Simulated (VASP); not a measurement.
# CuO (P-6m2) in VASP: notebook

Aim: see how the results for CuO move with the level of theory and the settings. Levels: PBE, r2SCAN+U. Tasks: single point, relaxation of cell and atoms.

Everything below comes from runs of VASP 6.6.1. Logs are shortened: lines on timing, memory, paths and dates and some standing lists are left out, and cuts for length are marked.

**1. The cell of the first run**

Symmetry: P-6m2, No. 187, hexagonal system. The conventional cell has a = 2.836 Å, b = 2.836 Å, c = 2.768 Å, α = 90.00°, β = 90.00°, γ = 120.00°. Within 2.8 Å of Cu (site symmetry -6m2) lie 6 O at 2.14 Å and 2 Cu at 2.77 Å. O (site symmetry -6m2) has 6 Cu at 2.14 Å and 2 O at 2.77 Å within 2.8 Å.

**2. Single point, PBE**

Input file INCAR:

```
PREC = Accurate
ENCUT = 520
EDIFF = 1E-6
ISMEAR = -1
SIGMA = 0.03
LREAL = F
LASPH = T
NELM = 60
ALGO = Normal
ISIF = 2
LWAVE = F
LCHARG = F
GGA = PE
NBANDS = 16
```

Input file KPOINTS:

```
regular mesh
0
Gamma
  7 7 6
```

Input file POSCAR:

```
CuO
1.0
    2.8363251100      0.0000000000      0.0000000000
   -1.4181625500      2.4563296000      0.0000000000
    0.0000000000      0.0000000000      2.7681127800
Cu O
1 1
Direct
    0.0000000000      0.0000000000      0.0000000000
    0.6666666667      0.3333333333      0.5000000000
```

Potentials or basis: VASP PAW PBE potentials, release 64 (Cu, O).

The run is started by

```sh
$ cat potpaw_PBE.64/Cu/POTCAR potpaw_PBE.64/O/POTCAR > POTCAR
$ mpirun -np 1 vasp_std > vasp.out
```

OUTCAR:

```text
PREC = Accurate
   ENCUT = 520
   EDIFF = 1E-6
   ISMEAR = -1
   LREAL = F
   LASPH = T
   NELM = 60
   ISIF = 2
   GGA = PE

 ion  position               nearest neighbor table
   1  0.000  0.000  0.000-   2 2.14   2 2.14   2 2.14   2 2.14   2 2.14   2 2.14
   2  0.667  0.333  0.500-   1 2.14   1 2.14   1 2.14   1 2.14   1 2.14   1 2.14

  LATTYP: Found a hexagonal cell.
 ALAT       =     2.8363251100
 C/A-ratio  =     0.9759504544

  Lattice vectors:

 A1 = (   2.8363251100,   0.0000000000,   0.0000000000)
 A2 = (  -1.4181625500,   2.4563296000,   0.0000000000)
 A3 = (   0.0000000000,   0.0000000000,   2.7681127800)

Analysis of symmetry for initial positions (statically):
=====================================================================
 Subroutine PRICEL returns:
 Original cell was already a primitive cell.

 Routine SETGRP: Setting up the symmetry group for a
 hexagonal supercell.

 Subroutine GETGRP returns: Found 12 space group operations
 (whereof 12 operations were pure point group operations)
 out of a pool of 24 trial point group operations.

The static configuration has the point symmetry D_3h.

Analysis of symmetry for dynamics (positions and initial velocities):
=====================================================================
 Subroutine PRICEL returns:
 Original cell was already a primitive cell.

 Routine SETGRP: Setting up the symmetry group for a
 hexagonal supercell.

 Subroutine GETGRP returns: Found 12 space group operations
 (whereof 12 operations were pure point group operations)
 out of a pool of 24 trial point group operations.

The dynamic configuration has the point symmetry D_3h.

 Subroutine INISYM returns: Found 12 space group operations
 (whereof 12 operations are pure point group operations),
 and found     1 'primitive' translations

----------------------------------------------------------------------------------------

                                     Primitive cell

  volume of cell :      19.2853

  direct lattice vectors                    reciprocal lattice vectors
     2.836325110  0.000000000  0.000000000     0.352568892  0.203555744  0.000000000
    -1.418162550  2.456329600  0.000000000     0.000000000  0.407111489  0.000000000
     0.000000000  0.000000000  2.768112780     0.000000000  0.000000000  0.361256957

  length of vectors
     2.836325110  2.836325109  2.768112780     0.407111488  0.407111489  0.361256957

  position of ions in fractional coordinates (direct lattice)
     0.000000000  0.000000000  0.000000000
     0.666666667  0.333333333  0.500000000

  ion indices of the primitive-cell ions
   primitive index   ion index
                 1           1
                 2           2

----------------------------------------------------------------------------------------

 KPOINTS: regular mesh

Automatic generation of k-mesh.
 Grid dimensions read from file:
 generate k-points for:    7    7    6

 Generating k-lattice:

  Cartesian coordinates                     Fractional coordinates (reciprocal lattice)
     0.050366985  0.029079392  0.000000000     0.142857143  0.000000000  0.000000000
     0.000000000  0.058158784  0.000000000     0.000000000  0.142857143  0.000000000
     0.000000000  0.000000000  0.060209493     0.000000000  0.000000000  0.166666667

  Length of vectors
     0.058158784  0.058158784  0.060209493

  Shift w.r.t. Gamma in fractional coordinates (k-lattice)
     0.000000000  0.000000000  0.000000000

 Subroutine IBZKPT returns following result:
 ===========================================

 Found     32 irreducible k-points:

 Following reciprocal coordinates:
            Coordinates               Weight
  0.000000  0.000000  0.000000      1.000000
  0.142857 -0.000000  0.000000      6.000000
  0.285714 -0.000000  0.000000      6.000000
  0.428571 -0.000000  0.000000      6.000000
  0.142857  0.142857  0.000000      6.000000
  0.285714  0.142857  0.000000     12.000000
[... 16 lines left out ...]
  0.428571  0.142857  0.333333     12.000000
  0.285714  0.285714  0.333333     12.000000
 [... further k-points ...]
   k-points           NKPTS =     32   k-points in BZ     NKDIM =     32   number of bands    NBANDS=     16
   number of dos      NEDOS =    301   number of ions     NIONS =      2
   total plane-waves  NPLWV =  13824
   dimension x,y,z NGX =    24 NGY =   24 NGZ =   24
   dimension x,y,z NGXF=    48 NGYF=   48 NGZF=   48
   ions per type =               1   1
   NGX,Y,Z   is equivalent  to a cutoff of  14.07, 14.07, 14.41 a.u.
   NGXF,Y,Z  is equivalent  to a cutoff of  28.13, 28.13, 28.83 a.u.
 SYSTEM =  unknown system
   PREC   = accura    normal or accurate (medium, high low for compatibility)
   ISTART =      0    job   : 0-new  1-cont  2-samecut
   ICHARG =      2    charge: 1-file 2-atom 10-const
   ISPIN  =      1    spin polarized calculation?
   LNONCOLLINEAR =      F non collinear calculations
   LSORBIT =      F    spin-orbit coupling
   LASPH  =      T    aspherical Exc in radial PAW
   ENCUT  =  520.0 eV  38.22 Ry    6.18 a.u.   5.27  5.27  5.15*2*pi/ulx,y,z
   NELM   =     60;   NELMIN=  2; NELMDL= -5     # of ELM steps
   EDIFF  = 0.1E-05   stopping-criterion for ELM
   LREAL  =      F    real-space projection
   EDIFFG = 0.1E-04   stopping-criterion for IOM
   NSW    =      0    number of steps for IOM
   IBRION =     -1    ionic relax: 0-MD 1-quasi-New 2-CG
   NFREE  =      0    steps in history (QN), initial steepest desc. (CG)
   ISIF   =      2    stress and relaxation
   ISYM   =      2    0-nonsym 1-usesym 2-fastsym
   POTIM  = 0.5000    time-step for ionic-motion
   TEBEG  =    0.0;   TEEND  =   0.0 temperature during run
   PSTRESS=    0.0 pullay stress
   NELECT =      17.0000    total number of electrons
   NUPDOWN=      -1.0000    fix difference up-down
   EMIN   =  10.00;   EMAX   =-10.00  energy-range for DOS
   EFERMI =   0.00;   METHOD = LEGACY
   ISMEAR =    -1;   SIGMA  =   0.03  broadening in eV -4-tet -1-fermi 0-gaus
   EFERMI_NEDOS =   21; number of points for ismear=-14 and -15
   IALGO  =     38    algorithm
   IMIX   =      4    mixing-type and parameters
     AMIX     =   0.40;   BMIX     =  1.00
     AMIX_MAG =   1.60;   BMIX_MAG =  1.00
  volume/ion in A,a.u.               =       9.64        65.07
  Fermi-wavevector in a.u.,A,eV,Ry     =   1.569696  2.966296 33.524031  2.463947
  Thomas-Fermi vector in A             =   2.671540
   LORBIT       =      0    0 simple, 1 ext, 2 COOP (PROOUT), +10 PAW based schemes
   GGA     = PE    functional components
   LHFCALC =     F    Hartree Fock is set to
   AEXX    =    0.0000 exact exchange contribution
   IVDW    =     0    specifies the selected vdW correction
   LEPSILON=     F    determine dielectric tensor
   LRPA    =     F    only Hartree local field effects (RPA)
 non-spin polarized calculation
  energy-cutoff  :      520.00
  volume of cell :       19.29
 maximum number of plane-waves:       529
 NGX is ok and might be reduce to    24
   NGX = 11   NGY = 11   NGZ = 11

 number of electron      17.0000005 magnetization

 Free energy of the ion-electron system (eV)
  ---------------------------------------------------
  ext. energy  EPLUGINS =         0.00000000
  ---------------------------------------------------
  free energy    TOTEN  =        -9.13545312 eV

  energy without entropy =       -9.12532704  energy(sigma->0) =       -9.13039008

 E-fermi :   5.7864     XC(G=0): -12.3490

 val. band max:        5.7496730173   @ k =   0.1429  -0.0000   0.5000
 cond. band min:       5.8149540112   @ k =   0.4286   0.1429   0.3333
 fundamental gap:      0.0652809938
 Fermi energy:         5.7863787604

 k-point     1 :       0.0000    0.0000    0.0000
  band No.  band energies     occupation
      1     -13.4581      2.00000
      2       2.1904      2.00000
      3       2.1904      2.00000
      4       2.5459      2.00000
      5       3.1661      2.00000
      6       4.0064      2.00000
[... 8 lines left out ...]
     15      26.8689      0.00000
     16      32.1168      0.00000

 k-point     2 :       0.1429   -0.0000    0.0000
  band No.  band energies     occupation
      1     -13.2561      2.00000
      2       1.4834      2.00000
      3       2.3023      2.00000
      4       2.6673      2.00000
      5       2.6814      2.00000
      6       3.9852      2.00000
[... 8 lines left out ...]
     15      28.9049      0.00000
     16      32.1315      0.00000

 k-point     3 :       0.2857   -0.0000    0.0000
  band No.  band energies     occupation
      1     -12.7620      2.00000
      2       0.0746      2.00000
      3       2.1300      2.00000
      4       2.5834      2.00000
      5       2.8607      2.00000
      6       3.9377      2.00000
[... 8 lines left out ...]
     15      28.7909      0.00000
     16      33.1511      0.00000

 k-point     4 :       0.4286   -0.0000    0.0000
  band No.  band energies     occupation
      1     -12.3146      2.00000
      2      -0.9615      2.00000
      3       1.8503      2.00000
      4       2.8301      2.00000
      5       2.8609      2.00000
      6       3.8999      2.00000
[... 8 lines left out ...]
     15      29.5208      0.00000
     16      31.8399      0.00000
[... 324 lines left out ...]
 k-point    22 :       0.2857    0.1429    0.3333
  band No.  band energies     occupation
      1     -11.9787      2.00000
      2       0.0472      2.00000
      3       0.5521      2.00000
      4       1.7010      2.00000
      5       3.3971      2.00000
      6       4.1553      2.00000
[... 8 lines left out ...]
     15      30.0423      0.00000
     16      32.2299      0.00000

 k-point    23 :       0.4286    0.1429    0.3333
  band No.  band energies     occupation
      1     -11.8074      2.00000
      2      -0.1387      2.00000
      3       0.5551      2.00000
      4       1.5119      2.00000
      5       3.5406      2.00000
      6       4.1400      2.00000
[... 8 lines left out ...]
     15      30.3991      0.00000
     16      32.5391      0.00000

 k-point    24 :       0.2857    0.2857    0.3333
  band No.  band energies     occupation
      1     -11.7678      2.00000
      2       0.1965      2.00000
      3       0.4091      2.00000
      4       1.2106      2.00000
      5       3.5435      2.00000
      6       4.1812      2.00000
[... 8 lines left out ...]
     15      30.9496      0.00000
     16      35.1978      0.00000

 [... further k-points ...]
[... 5 lines left out ...]
  --------------------------------------------------------------------------------------
  -------------------------------------------------------------------------------------
  Total        0.3774416      0.3774416     -0.9127464      0.0000000      0.0000000      0.0000000
  in kB       31.3569564     31.3569565    -75.8288193      0.0000001      0.0000000      0.0000000
  external PRESSURE =      -4.3716355 kB  Pullay stress =       0.0000000 kB

 VOLUME and BASIS-vectors are now :
 -----------------------------------------------------------------------------
  energy-cutoff  :      520.00
  volume of cell :       19.29
      direct lattice vectors                 reciprocal lattice vectors
     2.836325110  0.000000000  0.000000000     0.352568892  0.203555744  0.000000000
    -1.418162550  2.456329600  0.000000000     0.000000000  0.407111489  0.000000000
     0.000000000  0.000000000  2.768112780     0.000000000  0.000000000  0.361256957

 POSITION                                       TOTAL-FORCE (eV/Angst)
 -----------------------------------------------------------------------------------
      0.00000      0.00000      0.00000        -0.000000      0.000000      0.000000
      1.41816      0.81878      1.38406         0.000000     -0.000000      0.000000
 -----------------------------------------------------------------------------------
    total drift:                                0.000000     -0.000000      0.000000

  FREE ENERGIE OF THE ION-ELECTRON SYSTEM (eV)
  ---------------------------------------------------
  free  energy   TOTEN  =        -9.1354531162 eV

  energy  without entropy=       -9.1253270413  energy(sigma->0) =       -9.13039008
```

It took 14 s on 1 thread of Intel Xeon Platinum 8375C at 2.90GHz (Ice Lake), shared host; peak memory 0.13 GiB.

Results:

| Property | Result |
| --- | --- |
| Free energy | -9.1355 eV |
| Pressure | -0.4 GPa |

Levels at points of the mesh, in eV from the Fermi level:
| k point | band 6 | band 7 | band 8 | band 9 | band 10 | band 11 |
| --- | --- | --- | --- | --- | --- | --- |
| (0.00, 0.00, 0.00) | -1.78 | -1.78 | -0.17 | -0.17 | 1.07 | 15.15 |
| (0.00, 0.00, 0.50) | -2.25 | -1.56 | -0.22 | -0.22 | 7.13 | 7.61 |

Caveat: the k points lie up to 0.38 Å⁻¹ apart; an odd number of electrons without spin polarisation forces a metal; a magnetic or distorted state may lie lower; semilocal functionals often make such compounds metallic where correlation or magnetic order opens a gap, which also shifts bond lengths.

**3. Relaxation of cell and atoms, r2SCAN+U**

POSCAR is that of step 2.

Input file INCAR.step1:

```
SYSTEM = CuO
  ALGO = Normal
  EDIFF = 1E-4
  ENCUT = 600
  GGA = PE
  ISMEAR = -1
  LASPH = .TRUE.
  LCHARG = .FALSE.
  LDAU = .TRUE.
  LDAUJ = 0 0
  LDAUL = 2 -1
  LDAUTYPE = 2
  LDAUU = 5.3 0
  LMAXMIX = 4
  LREAL = .FALSE.
  LWAVE = .TRUE.
  NELM = 150
  PREC = Accurate
  SIGMA = 0.05
```

Input file INCAR.step2:

```
SYSTEM = CuO
  ALGO = Normal
  EDIFF = 1E-7
  EDIFFG = -0.01
  ENCUT = 600
  IBRION = 2
  ISIF = 3
  ISMEAR = -1
  ISTART = 1
  LASPH = .TRUE.
  LCHARG = .FALSE.
  LDAU = .TRUE.
  LDAUJ = 0 0
  LDAUL = 2 -1
  LDAUPRINT = 1
  LDAUTYPE = 2
  LDAUU = 5.3 0
  LMAXMIX = 4
  LMIXTAU = .TRUE.
  LREAL = .FALSE.
  LWAVE = .FALSE.
  METAGGA = R2SCAN
  NELM = 150
  NSW = 60
  PREC = Accurate
  SIGMA = 0.05
```

Input file KPOINTS:

```
k-points
0
G
  11 11 10
  0 0 0
```

Potentials or basis: VASP PAW PBE potentials, release 64 (Cu, O).

The run is started by

```sh
$ cat potpaw_PBE.64/Cu/POTCAR potpaw_PBE.64/O/POTCAR > POTCAR
$ cp INCAR.step1 INCAR
$ mpirun -np 1 vasp_std > vasp.out
$ cp INCAR.step2 INCAR
$ mpirun -np 1 vasp_std > vasp.out
```

OUTCAR:

```text
SYSTEM = CuO
   EDIFF = 1E-7
   EDIFFG = -0.01
   ENCUT = 600
   IBRION = 2
   ISIF = 3
   ISMEAR = -1
   ISTART = 1
   LASPH = .TRUE.
   LREAL = .FALSE.
   METAGGA = R2SCAN
   NELM = 150
   NSW = 60
   PREC = Accurate

 ion  position               nearest neighbor table
   1  0.000  0.000  0.000-   2 2.14   2 2.14   2 2.14   2 2.14   2 2.14   2 2.14
   2  0.667  0.333  0.500-   1 2.14   1 2.14   1 2.14   1 2.14   1 2.14   1 2.14

  LATTYP: Found a hexagonal cell.
 ALAT       =     2.8363251100
 C/A-ratio  =     0.9759504544

  Lattice vectors:

 A1 = (   2.8363251100,   0.0000000000,   0.0000000000)
 A2 = (  -1.4181625500,   2.4563296000,   0.0000000000)
 A3 = (   0.0000000000,   0.0000000000,   2.7681127800)

Analysis of symmetry for initial positions (statically):
=====================================================================
 Subroutine PRICEL returns:
 Original cell was already a primitive cell.

 Routine SETGRP: Setting up the symmetry group for a
 hexagonal supercell.

 Subroutine GETGRP returns: Found 12 space group operations
 (whereof 12 operations were pure point group operations)
 out of a pool of 24 trial point group operations.

The static configuration has the point symmetry D_3h.

[... 338 lines left out ...]
  o =  0.9727  v = -0.0000 -0.0000  1.0000  0.0000  0.0000  0.0000  0.0000  0.0000  0.0000  0.0000      0.0000  0.0000  0.0000  0.0000  0.0000  0.0000  0.0000  0.0000  0.0000  0.0000

--------------------------------------- Ionic step        5  -------------------------------------------

 number of electron      17.0000013 magnetization

 Free energy of the ion-electron system (eV)
  ---------------------------------------------------
  ext. energy  EPLUGINS =         0.00000000
  ---------------------------------------------------
  free energy    TOTEN  =       -15.81554683 eV

  energy without entropy =      -15.79859712  energy(sigma->0) =      -15.80707198

 E-fermi :   5.4935     XC(G=0): -13.3270

 val. band max:        5.4858754996   @ k =   0.3636   0.0000   0.3000
 cond. band min:       5.5135267047   @ k =   0.1818   0.1818   0.0000
 fundamental gap:      0.0276512051
 Fermi energy:         5.4934591044

 k-point     1 :       0.0000    0.0000    0.0000
  band No.  band energies     occupation
      1     -14.8330      2.00000
      2       0.9257      2.00000
      3       0.9258      2.00000
      4       1.1521      2.00000
      5       3.2730      2.00000
      6       3.2730      2.00000
      7       3.4311      2.00000
      8       5.2362      1.98840
      9       5.2363      1.98839
     10       8.1397      0.00000
     11      22.2762      0.00000
     12      23.2731      0.00000
[... 331 lines left out ...]
 k-point    24 :       0.1818    0.0909    0.1000
  band No.  band energies     occupation
      1     -14.2524      2.00000
      2      -0.1797      2.00000
      3       1.2231      2.00000
      4       1.3184      2.00000
      5       1.8739      2.00000
      6       3.0363      2.00000
      7       3.9077      2.00000
      8       4.5432      2.00000
      9       4.9208      1.99998
     10      11.1620      0.00000
     11      19.0373      0.00000
     12      22.6081      0.00000

 [... further k-points ...]
[... 5 lines left out ...]
  --------------------------------------------------------------------------------------
  -------------------------------------------------------------------------------------
  Total        0.0087130      0.0087130     -0.0038583      0.0000000     -0.0000000      0.0000000
  in kB        0.7654530      0.7654530     -0.3389634      0.0000000     -0.0000000      0.0000000
  external PRESSURE =       0.3973142 kB  Pullay stress =       0.0000000 kB
[... 17 lines left out ...]
  FREE ENERGIE OF THE ION-ELECTRON SYSTEM (eV)
  ---------------------------------------------------
  free  energy   TOTEN  =       -15.8155468323 eV

  energy  without entropy=      -15.7985971179  energy(sigma->0) =      -15.80707198

 reached required accuracy - stopping structural energy minimisation
```

OUTCAR.step1:

```text
SYSTEM = CuO
   EDIFF = 1E-4
   ENCUT = 600
   GGA = PE
   ISMEAR = -1
   LASPH = .TRUE.
   LREAL = .FALSE.
[... 585 lines left out ...]
      0.00000      0.00000      0.00000         0.000000     -0.000000      0.000000
      1.41816      0.81878      1.38406        -0.000000      0.000000      0.000000
 -----------------------------------------------------------------------------------
    total drift:                               -0.000000      0.000000      0.000000

  FREE ENERGIE OF THE ION-ELECTRON SYSTEM (eV)
  ---------------------------------------------------
  free  energy   TOTEN  =        -7.3519827236 eV

  energy  without entropy=       -7.3325309256  energy(sigma->0) =       -7.34225682
```

It took 11 min on 1 thread of AMD EPYC 7R43 (Zen 3), shared host; peak memory 0.13 GiB.

Results:

```yaml
Free_energy: -15.8155 eV
Relaxed_volume: 9.12 Å³/atom
Relaxed_cell: a = 2.832 Å, b = 2.832 Å, c = 2.625 Å, α = 90.00°, β = 90.00°, γ = 120.00°
Space_group_after_relaxing_to_0.05_Å: P-6m2 (No. 187)
Energy_gained_by_relaxing: 33.6 meV/atom
Ionic_steps: 5
Pressure_after_relaxing: 0.0 GPa
```

Step by step:
| step | energy change (eV) | largest force (eV/Å) | pressure (GPa) | volume (Å³) |
| --- | --- | --- | --- | --- |
| 1 | 0.0000 | 0.0000 | -10.36 | 19.29 |
| 2 | -0.0527 | 0.0000 | 7.20 | 17.59 |
| 3 | -0.0624 | 0.0000 | 1.51 | 18.03 |
| 4 | -0.0668 | 0.0000 | 0.44 | 18.18 |
| 5 | -0.0672 | 0.0000 | 0.04 | 18.24 |

Final structure:
```xyz
2
Lattice="2.8325 0.0000 0.0000 -1.4162 2.4530 0.0000 0.0000 0.0000 2.6248" Properties=species:S:1:pos:R:3 pbc="T T T"
Cu    0.0000    0.0000    2.6248
O     1.4162    0.8177    1.3124
```

Eigenvalues of the final occupation matrices:
```
    site  spin  trace               eigenvalues
site 1 d     1   4.68  0.88 0.88 0.97 0.97 0.97
site 1 d     2   4.68  0.88 0.88 0.97 0.97 0.97
```

Caveat: the PAW data sets were made with another functional, which shifts forces and pressure a little; an odd number of electrons without spin polarisation forces a metal; a magnetic or distorted state may lie lower; U without spin polarisation on a metal has little footing.
